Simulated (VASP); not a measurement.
# N (P6_3/mmc) in VASP: a series of runs

Runs on N. Level: LDA. Tasks: single point.

Everything below comes from runs of VASP 6.6.1. Logs are shortened: lines on timing, memory, paths and dates and some standing lists are left out, and cuts for length are marked.

## (1) The cell of the first run

The structure is hexagonal, space group P6_3/mmc (No. 194). Conventional cell: a = 2.450 Å, b = 2.450 Å, c = 2.379 Å, α = 90.00°, β = 90.00°, γ = 120.00°. N (site symmetry -6m2) has 14 N at 1.85 to 2.45 Å within 2.5 Å.

## (2) Single point, LDA

Input file INCAR:

```
ALGO = Normal
EDIFF = 1E-7
ENCUT = 520
GGA = CA
ISIF = 2
ISMEAR = -1
LASPH = T
LCHARG = T
LELF = T
LREAL = F
LVHAR = T
LWAVE = F
NBANDS = 12
NELM = 100
PREC = Accurate
SIGMA = 0.1
```

Input file KPOINTS:

```
k-points
0
Gamma
  12 12 8
```

Input file POSCAR:

```
N
1.0
    2.4504122603      0.0000000000      0.0000000000
   -1.2252061302      2.1221187924      0.0000000000
    0.0000000000      0.0000000000      2.3789542141
N
2
Direct
    0.6666666667      0.3333333333      0.2500000000
    0.3333333333      0.6666666667      0.7500000000
```

Potentials or basis: VASP PAW LDA potentials, release 64 (N).

Launch:

```bash
> cat potpaw_LDA.64/N/POTCAR > POTCAR
> mpirun -np 1 vasp_std > vasp.out
```

OUTCAR:

```text
EDIFF = 1E-7
   ENCUT = 520
   GGA = CA
   ISIF = 2
   ISMEAR = -1
   LASPH = T
   LREAL = F
   NELM = 100
   PREC = Accurate

 ion  position               nearest neighbor table
   1  0.667  0.333  0.250-
   2  0.333  0.667  0.750-

  LATTYP: Found a hexagonal cell.
 ALAT       =     2.4504122603
 C/A-ratio  =     0.9708383575

  Lattice vectors:

 A1 = (   2.4504122603,   0.0000000000,   0.0000000000)
 A2 = (  -1.2252061302,   2.1221187924,   0.0000000000)
 A3 = (   0.0000000000,   0.0000000000,   2.3789542141)

Analysis of symmetry for initial positions (statically):
=====================================================================
 Subroutine PRICEL returns:
 Original cell was already a primitive cell.

 Routine SETGRP: Setting up the symmetry group for a
 hexagonal supercell.

 Subroutine GETGRP returns: Found 24 space group operations
 (whereof 12 operations were pure point group operations)
 out of a pool of 24 trial point group operations.

The static configuration has the point symmetry D_3d.
 The point group associated with its full space group is D_6h.

Analysis of symmetry for dynamics (positions and initial velocities):
=====================================================================
 Subroutine PRICEL returns:
 Original cell was already a primitive cell.

 Routine SETGRP: Setting up the symmetry group for a
 hexagonal supercell.

 Subroutine GETGRP returns: Found 24 space group operations
 (whereof 12 operations were pure point group operations)
 out of a pool of 24 trial point group operations.

The dynamic configuration has the point symmetry D_3d.
 The point group associated with its full space group is D_6h.

 Subroutine INISYM returns: Found 24 space group operations
 (whereof 12 operations are pure point group operations),
 and found     1 'primitive' translations

----------------------------------------------------------------------------------------

                                     Primitive cell

  volume of cell :      12.3707

  direct lattice vectors                    reciprocal lattice vectors
     2.450412260  0.000000000  0.000000000     0.408094595  0.235613577  0.000000000
    -1.225206130  2.122118792  0.000000000     0.000000000  0.471227154  0.000000000
     0.000000000  0.000000000  2.378954214     0.000000000  0.000000000  0.420352773

  length of vectors
[... 82 lines left out ...]
   EDIFF  = 0.1E-06   stopping-criterion for ELM
   LREAL  =      F    real-space projection
   EDIFFG = 0.1E-05   stopping-criterion for IOM
   NSW    =      0    number of steps for IOM
   IBRION =     -1    ionic relax: 0-MD 1-quasi-New 2-CG
   NFREE  =      0    steps in history (QN), initial steepest desc. (CG)
   ISIF   =      2    stress and relaxation
   ISYM   =      2    0-nonsym 1-usesym 2-fastsym
   POTIM  = 0.5000    time-step for ionic-motion
   TEBEG  =    0.0;   TEEND  =   0.0 temperature during run
   PSTRESS=    0.0 pullay stress
   NELECT =      10.0000    total number of electrons
   NUPDOWN=      -1.0000    fix difference up-down
   EMIN   =  10.00;   EMAX   =-10.00  energy-range for DOS
   EFERMI =   0.00;   METHOD = LEGACY
   ISMEAR =    -1;   SIGMA  =   0.10  broadening in eV -4-tet -1-fermi 0-gaus
   EFERMI_NEDOS =   21; number of points for ismear=-14 and -15
   IALGO  =     38    algorithm
   IMIX   =      4    mixing-type and parameters
     AMIX     =   0.40;   BMIX     =  1.00
     AMIX_MAG =   1.60;   BMIX_MAG =  1.00
  volume/ion in A,a.u.               =       6.19        41.74
  Fermi-wavevector in a.u.,A,eV,Ry     =   1.525023  2.881876 31.643022  2.325697
  Thomas-Fermi vector in A             =   2.633250
   LORBIT       =      0    0 simple, 1 ext, 2 COOP (PROOUT), +10 PAW based schemes
   GGA     = CA    functional components
   LHFCALC =     F    Hartree Fock is set to
   AEXX    =    0.0000 exact exchange contribution
   IVDW    =     0    specifies the selected vdW correction
   LEPSILON=     F    determine dielectric tensor
   LRPA    =     F    only Hartree local field effects (RPA)
 non-spin polarized calculation
  energy-cutoff  :      520.00
  volume of cell :       12.37
 maximum number of plane-waves:       351
   NGX =  9   NGY =  9   NGZ =  9

 number of electron      10.0000000 magnetization

 number of electron       9.9999999 magnetization

 Free energy of the ion-electron system (eV)
  ---------------------------------------------------
  ext. energy  EPLUGINS =         0.00000000
  ---------------------------------------------------
  free energy    TOTEN  =       -11.37597871 eV

  energy without entropy =      -11.35460159  energy(sigma->0) =      -11.36529015

 E-fermi :   8.2282     XC(G=0): -13.8347

 val. band max:        8.2205944192   @ k =   0.0833   0.0833   0.3750
 cond. band min:       8.2513727745   @ k =   0.5000   0.0000   0.1250
 fundamental gap:      0.0307783553
 Fermi energy:         8.2282070415

 k-point     1 :       0.0000    0.0000    0.0000
  band No.  band energies     occupation
      1     -15.0016      2.00000
      2       2.8483      2.00000
      3       3.5763      2.00000
      4       5.5460      2.00000
      5       5.5460      2.00000
      6      11.1310      0.00000
      7      11.1310      0.00000
      8      14.8432      0.00000
      9      22.5437      0.00000
     10      26.7561      0.00000
     11      34.1781      0.00000
     12      34.1781      0.00000
[... 331 lines left out ...]
 k-point    24 :       0.3333    0.0000    0.1250
  band No.  band energies     occupation
      1     -11.8813      2.00000
      2      -3.4385      2.00000
      3       2.6355      2.00000
      4       3.4708      2.00000
      5       7.7811      1.97738
      6       9.5700      0.00000
      7      12.8073      0.00000
      8      12.8376      0.00000
      9      23.4922      0.00000
     10      30.1147      0.00000
     11      34.6318      0.00000
     12      37.5758      0.00000

 [... further k-points ...]
[... 5 lines left out ...]
  --------------------------------------------------------------------------------------
  -------------------------------------------------------------------------------------
  Total        1.1032737      1.1032732      0.7536485     -0.0000000      0.0000000      0.0000000
  in kB      142.8890447    142.8889807     97.6077909     -0.0000000      0.0000000      0.0000000
  external PRESSURE =     127.7952721 kB  Pullay stress =       0.0000000 kB

 VOLUME and BASIS-vectors are now :
 -----------------------------------------------------------------------------
  energy-cutoff  :      520.00
  volume of cell :       12.37
      direct lattice vectors                 reciprocal lattice vectors
     2.450412260  0.000000000  0.000000000     0.408094595  0.235613577  0.000000000
    -1.225206130  2.122118792  0.000000000     0.000000000  0.471227154  0.000000000
     0.000000000  0.000000000  2.378954214     0.000000000  0.000000000  0.420352773

 POSITION                                       TOTAL-FORCE (eV/Angst)
 -----------------------------------------------------------------------------------
      1.22521      0.70737      0.59474         0.000000     -0.000000      0.000000
     -0.00000      1.41475      1.78422        -0.000000      0.000000      0.000000
 -----------------------------------------------------------------------------------
    total drift:                               -0.000000      0.000000     -0.000000

  FREE ENERGIE OF THE ION-ELECTRON SYSTEM (eV)
  ---------------------------------------------------
  free  energy   TOTEN  =       -11.3759787107 eV

  energy  without entropy=      -11.3546015864  energy(sigma->0) =      -11.36529015
```

Run time: 4.6 s. Hardware: 1 thread of Intel Xeon 6975P-C (Granite Rapids), shared host; peak memory 0.11 GiB.

Results:

| Item | Value |
| --- | --- |
| Free energy | -11.3760 eV |
| Pressure | 12.8 GPa |
| Band gap on the k mesh | zero (band 5 reaches 9.50 eV, above the bottom of band 6 at 3.68 eV) |

## (3) Single point, LDA

This run uses another cell than the first one, of 6.45 Å³/atom, 1.043 times its volume.

Input file INCAR:

```
SYSTEM = N
PREC = Accurate ; ENCUT = 520
EDIFF = 1E-6 ; ISMEAR = -1
SIGMA = 0.1 ; LREAL = .False.
LASPH = .True. ; NELM = 60
ALGO = Normal ; ISIF = 2
LWAVE = .False. ; LCHARG = .False.
GGA = CA ; NBANDS = 12
```

Input file KPOINTS:

```
Automatic mesh
0
Gamma
  12 12 8
  0 0 0
```

Input file POSCAR:

```
N
1.0
    2.4854228799      0.0000000000      0.0000000000
   -1.2427114400      2.1524388716      0.0000000000
    0.0000000000      0.0000000000      2.4129438665
N
2
Direct
    0.6666666667      0.3333333333      0.2500000000
    0.3333333333      0.6666666667      0.7500000000
```

Potentials or basis: VASP PAW LDA potentials, release 64 (N).

Launch:

```bash
> cat potpaw_LDA.64/N/POTCAR > POTCAR
> mpirun -np 1 vasp_std > vasp.out
```

It took 3.9 s on 1 thread of Intel Xeon 6975P-C (Granite Rapids), shared host; peak memory 0.11 GiB.

It converged, with:

- Free energy: -11.4010 eV
- Pressure: 1.9 GPa
- Band gap on the k mesh: zero (band 5 reaches 8.63 eV, above the bottom of band 6 at 3.29 eV)

Stress tensor (GPa, compression positive):
```
 4.29  0.00  0.00
 0.00  4.29  0.00
 0.00  0.00 -3.01
```

Levels at points of the mesh, in eV from the Fermi level:
```tsv
k point	band 3	band 4	band 5	band 6	band 7	band 8
(0.00, 0.00, 0.00)	-4.97	-2.48	-2.48	2.88	2.88	6.37
(0.50, 0.00, 0.00)	-5.26	-1.99	-1.63	1.72	2.92	5.29
(0.00, 0.00, 0.50)	0.58	0.58	0.58	0.58	2.42	2.42
(0.50, 0.00, 0.50)	-9.03	-9.03	-0.87	-0.87	4.12	4.12
```
